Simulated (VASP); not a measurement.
The system is HfC.

```xyz
2
Lattice="0.0000 2.6325 2.6325 2.6325 0.0000 2.6325 2.6325 2.6325 0.0000" Properties=species:S:1:pos:R:3 pbc="T T T"
Hf    0.0000    0.0000    0.0000
C     1.3162    1.3162    1.3162
```

- Program: VASP 6.6.1
- Task: relaxation of cell and atoms
- Functional: PBE
- Potentials or basis: VASP PAW PBE potentials, release 64 (Hf_pv, C)
- Cutoff: 600 eV
- k mesh: 6 × 6 × 6
- Occupations: gaussian, width 0.1 eV
- Spin: no spin polarisation

At the start: pressure -16.3 GPa; volume 18.24 Å³/atom.

Q: Where does the relaxation end?

A: Over 4 steps the energy falls by 127.7 meV/atom and the volume is 15.99 Å³/atom (-12.3 %); space group F-43m (No. 216, to 0.05 Å).

Step by step:
| step | energy change (eV) | largest force (eV/Å) | pressure (GPa) | volume (Å³) |
| --- | --- | --- | --- | --- |
| 1 | 0.0000 | 0.0000 | -16.30 | 36.49 |
| 2 | 0.1221 | 0.0000 | 30.59 | 27.53 |
| 3 | -0.2552 | 0.0000 | -0.62 | 32.10 |
| 4 | -0.2554 | 0.0000 | -0.07 | 31.99 |

Final structure:
```xyz
2
Lattice="0.0000 2.5195 2.5195 2.5195 0.0000 2.5195 2.5195 2.5195 0.0000" Properties=species:S:1:pos:R:3 pbc="T T T"
Hf    5.0390    2.5195    2.5195
C     1.2598    1.2598    1.2598
```
